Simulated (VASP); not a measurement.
# AlGa3Sb4: single point with PBE

Crystal: AlGa3Sb4.

```
CELL_PARAMETERS angstrom
6.21643 0.00000 0.00000
0.00000 6.21643 0.00000
0.00000 0.00000 6.21643
ATOMIC_POSITIONS crystal
Al 0.50000 0.50000 0.50000
Ga 0.50000 0.00000 0.00000
Ga 0.00000 0.50000 0.00000
Ga 0.00000 0.00000 0.50000
Sb 0.75009 0.75009 0.24991
Sb 0.75009 0.24991 0.75009
Sb 0.24991 0.75009 0.75009
Sb 0.24991 0.24991 0.24991
```

```json
{
 "Program": "VASP 6.6.1",
 "Task": "single point",
 "Functional": "PBE",
 "Potentials or basis": "VASP PAW PBE potentials, release 64 (Al, Ga_d, Sb)",
 "Cutoff": "520 eV",
 "k mesh": "6 × 6 × 6",
 "Occupations": "gaussian, width 0.1 eV",
 "Spin": "no spin polarisation",
 "Dipole correction": "no",
 "Further INCAR settings": "ALGO = Normal; EDIFF = 1e-06; NBANDS = 41"
}
```

The pressure is 0.1 GPa. The largest force is 0.011 eV/Å and the band gap on the k mesh is 0.06 eV.

Forces in eV/Å, atoms in the order of the input:
```
Al   0.000  0.000  0.000
Ga   0.000  0.000  0.000
Ga   0.000  0.000  0.000
Ga   0.000  0.000  0.000
Sb   0.007  0.007 -0.007
Sb   0.007 -0.007  0.007
Sb  -0.007  0.007  0.007
Sb  -0.007 -0.007 -0.007
```

Levels at points of the mesh, in eV from the valence-band top:
```
           k point  band 27  band 28  band 29  band 30  band 31  band 32  band 33  band 34  band 35  band 36
(0.00, 0.00, 0.00)    -2.32    -2.32     0.00     0.00     0.00     0.06     0.90     0.90     1.34     1.34
(0.50, 0.00, 0.00)    -2.84    -1.52    -1.52    -1.46    -1.46     1.29     1.49     2.70     2.72     3.59
(0.50, 0.50, 0.00)    -2.89    -1.10    -1.10    -1.10    -1.05     1.87     2.00     2.00     2.38     4.45
(0.50, 0.50, 0.50)    -1.02    -1.02    -0.99    -0.99    -0.99     0.35     0.35     0.35     1.16     3.58
```

Run time: 4.8 min on 1 thread of AMD EPYC 7R13 (shared host), peak memory 0.39 GiB.

Caveat: the smearing spreads over this small gap; semilocal functionals underestimate gaps, and a narrow one can read as zero; spin-orbit coupling is left out, which moves the levels of the heavy elements. A k mesh can miss the band edges.
